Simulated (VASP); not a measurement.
# W (P1) in VASP: notebook

W is run at these levels: PBEsol; tasks: single point.

Program: VASP 6.6.1. These are calculated values, not measurements. Logs are shortened: lines on timing, memory, paths and dates and some standing lists are left out, and cuts for length are marked.

**1. The cell of the first run**

The typed cell holds 4 atoms: a = 2.810 Å, b = 4.864 Å, c = 4.924 Å, α = 90.00°, β = 90.00°, γ = 90.00°.

**2. Single point, PBEsol**

The input, INCAR:

```
  ALGO = Normal
  EDIFF = 1E-6
  ENCUT = 500
  GGA = PS
  GGA_COMPAT = False
  ISIF = 2
  ISMEAR = -1
  LASPH = True
  LCHARG = False
  LREAL = False
  LWAVE = False
  NBANDS = 36
  NELM = 120
  PREC = Accurate
  SIGMA = 0.1
```

The input, KPOINTS:

```
k-points
0
Gamma
  8 5 5
```

The input, POSCAR:

```
W
1.0
    2.8096620000      0.0000000000      0.0000000000
    0.0000000000      4.8638700000      0.0000000000
    0.0000000000      0.0000000000      4.9236950000
W
4
Direct
    0.7931720008      0.5631570005      0.2500000000
    0.2068279992      0.0631570005      0.2500000000
    0.2068279992      0.4368429995      0.7500000000
    0.7931720008      0.9368429995      0.7550774875
```

Potentials or basis: VASP PAW PBE potentials, release 64 (W_sv).

On the command line:

```bash
cat potpaw_PBE.64/W_sv/POTCAR > POTCAR
mpirun -np 1 vasp_std > vasp.out
```

OUTCAR:

```text
EDIFF = 1E-6
   ENCUT = 500
   GGA = PS
   ISIF = 2
   ISMEAR = -1
   LASPH = True
   LREAL = False
   NELM = 120
   PREC = Accurate

 ion  position               nearest neighbor table
   1  0.793  0.563  0.250-   2 2.70   2 2.70   3 2.79   3 2.79   2 2.94   2 2.94   3 3.03   3 3.03
                             4 3.04   4 3.08
   2  0.207  0.063  0.250-   1 2.70   1 2.70   4 2.77   4 2.81   1 2.94   1 2.94   4 3.00   4 3.05
                             3 3.06   3 3.06
   3  0.207  0.437  0.750-   4 2.70   4 2.70   1 2.79   1 2.79   4 2.94   4 2.94   1 3.03   1 3.03
                             2 3.06   2 3.06
   4  0.793  0.937  0.755-   3 2.70   3 2.70   2 2.77   2 2.81   3 2.94   3 2.94   2 3.00   1 3.04
                             2 3.05   1 3.08

  LATTYP: Found a simple orthorhombic cell.
 ALAT       =     2.8096620000
 B/A-ratio  =     1.7311228183
 C/A-ratio  =     1.7524154151

  Lattice vectors:

 A1 = (   2.8096620000,   0.0000000000,   0.0000000000)
 A2 = (   0.0000000000,   4.8638700000,   0.0000000000)
 A3 = (   0.0000000000,   0.0000000000,   4.9236950000)

Analysis of symmetry for initial positions (statically):
=====================================================================
 Subroutine PRICEL returns:
 Original cell was already a primitive cell.

 Routine SETGRP: Setting up the symmetry group for a
 simple orthorhombic supercell.

 Subroutine GETGRP returns: Found  1 space group operations
 (whereof  1 operations were pure point group operations)
 out of a pool of  8 trial point group operations.

The static configuration has the point symmetry C_1 .

Analysis of symmetry for dynamics (positions and initial velocities):
=====================================================================
 Subroutine PRICEL returns:
 Original cell was already a primitive cell.

 Routine SETGRP: Setting up the symmetry group for a
 simple orthorhombic supercell.

 Subroutine GETGRP returns: Found  1 space group operations
 (whereof  1 operations were pure point group operations)
 out of a pool of  8 trial point group operations.

The dynamic configuration has the point symmetry C_1 .

 Subroutine INISYM returns: Found  1 space group operations
 (whereof  1 operations are pure point group operations),
 and found     1 'primitive' translations

----------------------------------------------------------------------------------------

                                     Primitive cell

  volume of cell :      67.2864

  direct lattice vectors                    reciprocal lattice vectors
     2.809662000  0.000000000  0.000000000     0.355914697  0.000000000  0.000000000
     0.000000000  4.863870000  0.000000000     0.000000000  0.205597600  0.000000000
     0.000000000  0.000000000  4.923695000     0.000000000  0.000000000  0.203099501

  length of vectors
     2.809662000  4.863870000  4.923695000     0.355914697  0.205597600  0.203099501

  position of ions in fractional coordinates (direct lattice)
     0.793172001  0.563157000  0.250000000
     0.206827999  0.063157000  0.250000000
     0.206827999  0.436843000  0.750000000
     0.793172001  0.936843000  0.755077488

  ion indices of the primitive-cell ions
   primitive index   ion index
                 1           1
                 2           2
                 3           3
                 4           4

----------------------------------------------------------------------------------------

 KPOINTS: k-points

Automatic generation of k-mesh.
 Grid dimensions read from file:
 generate k-points for:    8    5    5

 Generating k-lattice:

  Cartesian coordinates                     Fractional coordinates (reciprocal lattice)
     0.044489337  0.000000000  0.000000000     0.125000000  0.000000000  0.000000000
     0.000000000  0.041119520  0.000000000     0.000000000  0.200000000  0.000000000
     0.000000000  0.000000000  0.040619900     0.000000000  0.000000000  0.200000000

  Length of vectors
     0.044489337  0.041119520  0.040619900

  Shift w.r.t. Gamma in fractional coordinates (k-lattice)
     0.000000000  0.000000000  0.000000000

 Subroutine IBZKPT returns following result:
 ===========================================

 Found    101 irreducible k-points:

 Following reciprocal coordinates:
            Coordinates               Weight
  0.000000  0.000000  0.000000      1.000000
  0.125000  0.000000  0.000000      2.000000
  0.250000  0.000000  0.000000      2.000000
  0.375000  0.000000  0.000000      2.000000
  0.500000  0.000000  0.000000      1.000000
  0.000000  0.200000  0.000000      2.000000
[... 16 lines left out ...]
  0.125000  0.000000  0.200000      2.000000
  0.125000  0.000000 -0.200000      2.000000
 [... further k-points ...]
   k-points           NKPTS =    101   k-points in BZ     NKDIM =    101   number of bands    NBANDS=     36
   number of dos      NEDOS =    301   number of ions     NIONS =      4
   total plane-waves  NPLWV =  25920
   dimension x,y,z NGX =    20 NGY =   36 NGZ =   36
   dimension x,y,z NGXF=    40 NGYF=   72 NGZF=   72
   ions per type =               4
   NGX,Y,Z   is equivalent  to a cutoff of  11.83, 12.30, 12.16 a.u.
   NGXF,Y,Z  is equivalent  to a cutoff of  23.67, 24.61, 24.31 a.u.
 SYSTEM =  unknown system
   PREC   = accura    normal or accurate (medium, high low for compatibility)
   ISTART =      0    job   : 0-new  1-cont  2-samecut
   ICHARG =      2    charge: 1-file 2-atom 10-const
   ISPIN  =      1    spin polarized calculation?
   LNONCOLLINEAR =      F non collinear calculations
   LSORBIT =      F    spin-orbit coupling
   LASPH  =      T    aspherical Exc in radial PAW
   ENCUT  =  500.0 eV  36.75 Ry    6.06 a.u.   5.12  8.87  8.98*2*pi/ulx,y,z
   NELM   =    120;   NELMIN=  2; NELMDL= -5     # of ELM steps
   EDIFF  = 0.1E-05   stopping-criterion for ELM
   LREAL  =      F    real-space projection
   EDIFFG = 0.1E-04   stopping-criterion for IOM
   NSW    =      0    number of steps for IOM
   IBRION =     -1    ionic relax: 0-MD 1-quasi-New 2-CG
   NFREE  =      0    steps in history (QN), initial steepest desc. (CG)
   ISIF   =      2    stress and relaxation
   ISYM   =      2    0-nonsym 1-usesym 2-fastsym
   POTIM  = 0.5000    time-step for ionic-motion
   TEBEG  =    0.0;   TEEND  =   0.0 temperature during run
   PSTRESS=    0.0 pullay stress
   NELECT =      56.0000    total number of electrons
   NUPDOWN=      -1.0000    fix difference up-down
   EMIN   =  10.00;   EMAX   =-10.00  energy-range for DOS
   EFERMI =   0.00;   METHOD = LEGACY
   ISMEAR =    -1;   SIGMA  =   0.10  broadening in eV -4-tet -1-fermi 0-gaus
   EFERMI_NEDOS =   21; number of points for ismear=-14 and -15
   IALGO  =     38    algorithm
   IMIX   =      4    mixing-type and parameters
     AMIX     =   0.40;   BMIX     =  1.00
     AMIX_MAG =   1.60;   BMIX_MAG =  1.00
  volume/ion in A,a.u.               =      16.82       113.52
  Fermi-wavevector in a.u.,A,eV,Ry     =   1.539909  2.910006 32.263772  2.371320
  Thomas-Fermi vector in A             =   2.646071
   LORBIT       =      0    0 simple, 1 ext, 2 COOP (PROOUT), +10 PAW based schemes
   GGA     = PS    functional components
   LHFCALC =     F    Hartree Fock is set to
   AEXX    =    0.0000 exact exchange contribution
   IVDW    =     0    specifies the selected vdW correction
   LEPSILON=     F    determine dielectric tensor
   LRPA    =     F    only Hartree local field effects (RPA)
 non-spin polarized calculation
  energy-cutoff  :      500.00
  volume of cell :       67.29
 maximum number of plane-waves:      1721
   NGX = 11   NGY = 17   NGZ = 17

 number of electron      56.0000009 magnetization

 Free energy of the ion-electron system (eV)
  ---------------------------------------------------
  ext. energy  EPLUGINS =         0.00000000
  ---------------------------------------------------
  free energy    TOTEN  =       -53.12906840 eV

  energy without entropy =      -53.00795878  energy(sigma->0) =      -53.06851359

 E-fermi :  10.1337     XC(G=0): -13.3980

 val. band max:       10.1110938962   @ k =   0.5000   0.2000   0.0000
 cond. band min:      10.1404111377   @ k =  -0.1250   0.2000  -0.2000
 fundamental gap:      0.0293172415
 Fermi energy:        10.1336652753

 k-point     1 :       0.0000    0.0000    0.0000
  band No.  band energies     occupation
      1     -63.6725      2.00000
      2     -63.5953      2.00000
      3     -63.5623      2.00000
      4     -63.5136      2.00000
      5     -28.4441      2.00000
      6     -28.3951      2.00000
[... 28 lines left out ...]
     35      14.2391      0.00000
     36      14.6338      0.00000

 k-point     2 :       0.1250    0.0000    0.0000
  band No.  band energies     occupation
      1     -63.6617      2.00000
      2     -63.5881      2.00000
      3     -63.5570      2.00000
      4     -63.5118      2.00000
      5     -28.4013      2.00000
      6     -28.3571      2.00000
[... 28 lines left out ...]
     35      13.6182      0.00000
     36      14.1029      0.00000

 k-point     3 :       0.2500    0.0000    0.0000
  band No.  band energies     occupation
      1     -63.6343      2.00000
      2     -63.5706      2.00000
      3     -63.5442      2.00000
      4     -63.5088      2.00000
      5     -28.2876      2.00000
      6     -28.2556      2.00000
[... 28 lines left out ...]
     35      13.2355      0.00000
     36      13.9042      0.00000

 k-point     4 :       0.3750    0.0000    0.0000
  band No.  band energies     occupation
      1     -63.6037      2.00000
      2     -63.5525      2.00000
      3     -63.5321      2.00000
      4     -63.5091      2.00000
      5     -28.1633      2.00000
      6     -28.1321      2.00000
[... 28 lines left out ...]
     35      13.5601      0.00000
     36      13.8885      0.00000

 k-point     5 :       0.5000    0.0000    0.0000
  band No.  band energies     occupation
      1     -63.5893      2.00000
      2     -63.5446      2.00000
      3     -63.5274      2.00000
      4     -63.5110      2.00000
      5     -28.1562      2.00000
      6     -28.1196      2.00000
[... 655 lines left out ...]
 k-point    22 :       0.0000    0.0000    0.2000
  band No.  band energies     occupation
      1     -63.6651      2.00000
      2     -63.6026      2.00000
      3     -63.5577      2.00000
      4     -63.5182      2.00000
      5     -28.4533      2.00000
      6     -28.3207      2.00000
[... 28 lines left out ...]
     35      14.0370      0.00000
     36      14.1593      0.00000

 k-point    23 :       0.1250    0.0000    0.2000
  band No.  band energies     occupation
      1     -63.6547      2.00000
      2     -63.5952      2.00000
      3     -63.5526      2.00000
      4     -63.5161      2.00000
      5     -28.4098      2.00000
      6     -28.2835      2.00000
[... 28 lines left out ...]
     35      13.6281      0.00000
     36      13.8362      0.00000

 k-point    24 :       0.1250    0.0000   -0.2000
  band No.  band energies     occupation
      1     -63.6547      2.00000
      2     -63.5952      2.00000
      3     -63.5526      2.00000
      4     -63.5161      2.00000
      5     -28.4097      2.00000
      6     -28.2849      2.00000
[... 28 lines left out ...]
     35      13.6074      0.00000
     36      13.8262      0.00000

 [... further k-points ...]
[... 5 lines left out ...]
  --------------------------------------------------------------------------------------
  -------------------------------------------------------------------------------------
  Total       -4.6115633     -4.1243473     -4.1909145     -0.0008579     -0.0824775     -0.1478448
  in kB     -109.8073929    -98.2061391    -99.7911917     -0.0204283     -1.9638979     -3.5203783
  external PRESSURE =    -102.6015746 kB  Pullay stress =       0.0000000 kB

 VOLUME and BASIS-vectors are now :
 -----------------------------------------------------------------------------
  energy-cutoff  :      500.00
  volume of cell :       67.29
      direct lattice vectors                 reciprocal lattice vectors
     2.809662000  0.000000000  0.000000000     0.355914697  0.000000000  0.000000000
     0.000000000  4.863870000  0.000000000     0.000000000  0.205597600  0.000000000
     0.000000000  0.000000000  4.923695000     0.000000000  0.000000000  0.203099501

 POSITION                                       TOTAL-FORCE (eV/Angst)
 -----------------------------------------------------------------------------------
      2.22855      2.73912      1.23092        -0.040050     -0.044565      0.105801
      0.58112      0.30719      1.23092         0.039022     -0.043121      0.198196
      0.58112      2.12475      3.69277         0.039518      0.042972     -0.038376
      2.22855      4.55668      3.71777        -0.038490      0.044714     -0.265622
 -----------------------------------------------------------------------------------
    total drift:                               -0.000361     -0.000077     -0.000106

  FREE ENERGIE OF THE ION-ELECTRON SYSTEM (eV)
  ---------------------------------------------------
  free  energy   TOTEN  =       -53.1290683976 eV

  energy  without entropy=      -53.0079587832  energy(sigma->0) =      -53.06851359
```

It took 66 s on 1 thread of Intel Xeon 6975P-C (Granite Rapids), shared host; peak memory 0.27 GiB.

Results:

| Property | Result |
| --- | --- |
| Free energy | -53.1291 eV |
| Pressure | -10.3 GPa |
| Largest force | 0.272 eV/Å |
| Band gap on the k mesh | zero (band 28 reaches 11.13 eV, above the bottom of band 29 at 9.83 eV) |

Forces on the atoms (eV/Å):
```
W   -0.040 -0.045  0.106
W    0.039 -0.043  0.198
W    0.040  0.043 -0.038
W   -0.038  0.045 -0.266
```

Stress tensor (GPa, compression positive):
```
-10.98   0.00  -0.35
  0.00  -9.82  -0.20
 -0.35  -0.20  -9.98
```

Levels at points of the mesh, in eV from the Fermi level:
```tsv
k point	band 25	band 26	band 27	band 28	band 29	band 30	band 31	band 32
(0.00, 0.00, 0.00)	-0.45	-0.39	-0.34	-0.33	-0.28	-0.14	0.55	1.55
(0.50, 0.00, 0.00)	-1.82	-1.75	-1.27	-1.04	0.09	0.23	0.54	2.93
```

Caveat: the PAW data sets were made with another functional, which shifts forces and pressure a little; spin-orbit coupling is left out, which moves the levels of the heavy elements.

**3. Single point, PBEsol**

The input, INCAR:

```
SYSTEM = W
PREC = Accurate
ENCUT = 500
EDIFF = 1E-6
ISMEAR = -1
SIGMA = 0.1
LREAL = .False.
LASPH = .True.
NELM = 120
ALGO = Normal
ISIF = 2
LWAVE = .False.
LCHARG = .True.
GGA = PS
LELF = .True.
LVHAR = .True.
NBANDS = 36
GGA_COMPAT = .False.
```

The input, KPOINTS:

```
regular mesh
0
Gamma
  8 5 5
  0 0 0
```

Edit POSCAR of step 2 so:

```diff
@@ -11,2 +11,2 @@
     0.2068279992      0.4368429995      0.7500000000
-    0.7931720008      0.9368429995      0.7550774875
+    0.7931720008      0.9368429995      0.7601549751
```

Potentials or basis: VASP PAW PBE potentials, release 64 (W_sv).

On the command line:

```bash
cat potpaw_PBE.64/W_sv/POTCAR > POTCAR
mpirun -np 1 vasp_std > vasp.out
```

OUTCAR:

```text
SYSTEM = W
   PREC = Accurate
   ENCUT = 500
   EDIFF = 1E-6
   ISMEAR = -1
   LREAL = .False.
   LASPH = .True.
   NELM = 120
   ISIF = 2
   GGA = PS

 ion  position               nearest neighbor table
   1  0.793  0.563  0.250-   2 2.70   2 2.70   3 2.79   3 2.79   2 2.94   2 2.94   4 3.02   3 3.03
                             3 3.03   4 3.10
   2  0.207  0.063  0.250-   1 2.70   1 2.70   4 2.75   4 2.84   1 2.94   1 2.94   4 2.98   3 3.06
                             3 3.06   4 3.07
   3  0.207  0.437  0.750-   4 2.70   4 2.70   1 2.79   1 2.79   4 2.94   4 2.94   1 3.03   1 3.03
                             2 3.06   2 3.06
   4  0.793  0.937  0.760-   3 2.70   3 2.70   2 2.75   2 2.84   3 2.94   3 2.94   2 2.98   1 3.02
                             2 3.07   1 3.10

  LATTYP: Found a simple orthorhombic cell.
 ALAT       =     2.8096620000
 B/A-ratio  =     1.7311228183
 C/A-ratio  =     1.7524154151

  Lattice vectors:

 A1 = (   2.8096620000,   0.0000000000,   0.0000000000)
 A2 = (   0.0000000000,   4.8638700000,   0.0000000000)
 A3 = (   0.0000000000,   0.0000000000,   4.9236950000)

Analysis of symmetry for initial positions (statically):
=====================================================================
 Subroutine PRICEL returns:
[... 170 lines left out ...]
  free energy    TOTEN  =       -53.11911948 eV

  energy without entropy =      -52.99748654  energy(sigma->0) =      -53.05830301

 E-fermi :  10.1320     XC(G=0): -13.3975

 val. band max:       10.1200730042   @ k =   0.2500  -0.4000  -0.2000
 cond. band min:      10.1343878793   @ k =  -0.1250   0.2000  -0.2000
 fundamental gap:      0.0143148751
 Fermi energy:        10.1319672706

 k-point     1 :       0.0000    0.0000    0.0000
  band No.  band energies     occupation
      1     -63.6720      2.00000
      2     -63.5943      2.00000
      3     -63.5618      2.00000
      4     -63.5127      2.00000
      5     -28.4442      2.00000
      6     -28.3963      2.00000
[... 925 lines left out ...]
     35      13.5873      0.00000
     36      13.8372      0.00000

 [... further k-points ...]
[... 5 lines left out ...]
  --------------------------------------------------------------------------------------
  -------------------------------------------------------------------------------------
  Total       -4.5573272     -4.0935677     -4.1456049     -0.0034840     -0.1634207     -0.2940883
  in kB     -108.5159585    -97.4732347    -98.7123096     -0.0829588     -3.8912615     -7.0026304
  external PRESSURE =    -101.5671676 kB  Pullay stress =       0.0000000 kB

 VOLUME and BASIS-vectors are now :
 -----------------------------------------------------------------------------
  energy-cutoff  :      500.00
  volume of cell :       67.29
      direct lattice vectors                 reciprocal lattice vectors
     2.809662000  0.000000000  0.000000000     0.355914697  0.000000000  0.000000000
     0.000000000  4.863870000  0.000000000     0.000000000  0.205597600  0.000000000
     0.000000000  0.000000000  4.923695000     0.000000000  0.000000000  0.203099501

 POSITION                                       TOTAL-FORCE (eV/Angst)
 -----------------------------------------------------------------------------------
      2.22855      2.73912      1.23092        -0.044835     -0.049049      0.211052
      0.58112      0.30719      1.23092         0.039943     -0.042179      0.396056
      0.58112      2.12475      3.69277         0.042121      0.041125     -0.077234
      2.22855      4.55668      3.74277        -0.037228      0.050103     -0.529875
 -----------------------------------------------------------------------------------
    total drift:                                0.000173      0.000035      0.000066

  FREE ENERGIE OF THE ION-ELECTRON SYSTEM (eV)
  ---------------------------------------------------
  free  energy   TOTEN  =       -53.1191194837 eV

  energy  without entropy=      -52.9974865444  energy(sigma->0) =      -53.05830301
```

Run time: 72 s. Hardware: 1 thread of Intel Xeon 6975P-C (Granite Rapids), shared host; peak memory 0.28 GiB.

Results:

```
Free energy            : -53.1191 eV
Pressure               : -10.2 GPa
Largest force          : 0.534 eV/Å
Band gap on the k mesh : zero (band 28 reaches 11.13 eV, above the bottom of band 29 at 9.83 eV)
```

Forces on the atoms (eV/Å):
```
W   -0.045 -0.049  0.211
W    0.040 -0.042  0.396
W    0.042  0.041 -0.077
W   -0.037  0.050 -0.530
```

Stress tensor (GPa, compression positive):
```
-10.85  -0.01  -0.70
 -0.01  -9.75  -0.39
 -0.70  -0.39  -9.87
```

Levels at points of the mesh, in eV from the Fermi level:
| k point | band 26 | band 27 | band 28 | band 29 | band 30 | band 31 |
| --- | --- | --- | --- | --- | --- | --- |
| (0.00, 0.00, 0.00) | -0.41 | -0.33 | -0.31 | -0.25 | -0.14 | 0.55 |
| (0.50, 0.00, 0.00) | -1.75 | -1.29 | -1.01 | 0.05 | 0.28 | 0.55 |

Caveat: the PAW data sets were made with another functional, which shifts forces and pressure a little; spin-orbit coupling is left out, which moves the levels of the heavy elements.
